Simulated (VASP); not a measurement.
A run of VASP 6.6.1 is set up as follows.

Contents of INCAR:

```
SYSTEM = La3N2
  PREC = Accurate
  ENCUT = 520
  EDIFF = 1E-6
  ISMEAR = 0
  SIGMA = 0.1
  LREAL = .False.
  LASPH = .True.
  NELM = 60
  ALGO = Normal
  ISIF = 2
  LWAVE = .False.
  LCHARG = .False.
  GGA = PE
  NBANDS = 30
```

File KPOINTS:

```
regular mesh
0
Gamma
  6 6 6
  0 0 0
```

POSCAR

```
La3N2
1.0
   -2.4238911328      2.4238911328      6.2788697844
    2.4238911328     -2.4238911328      6.2788697844
    2.4238911328      2.4238911328     -6.2788697844
La N
3 2
Direct
    0.7500000000      0.2500000000      0.5000000000
    0.2500000000      0.7500000000      0.5000000000
    0.5000000000      0.5000000000      0.0000000000
    0.3115190771      0.3115190771      0.0000000000
    0.6884809229      0.6884809229      0.0000000000
```

Potentials or basis: VASP PAW PBE potentials, release 64 (La, N).

Launch:

```bash
$ cat potpaw_PBE.64/La/POTCAR potpaw_PBE.64/N/POTCAR > POTCAR
$ mpirun -np 1 vasp_std > vasp.out
```

Problem. Predict the largest force.

Solution. 0.005 eV/Å.

Problem. Estimate the band gap on the k mesh.

Solution. Zero (an odd number of electrons rules out a gap without spin polarisation).

Problem. What does it give for the pressure?

Solution. -0.1 GPa.

Forces in eV/Å, atoms in the order of the input:
```
La   0.000  0.000  0.000
La   0.000  0.000  0.000
La   0.000  0.000  0.000
N    0.000  0.000 -0.005
N    0.000  0.000  0.005
```

Caveat: spin-orbit coupling is left out, which moves the levels of the heavy elements.
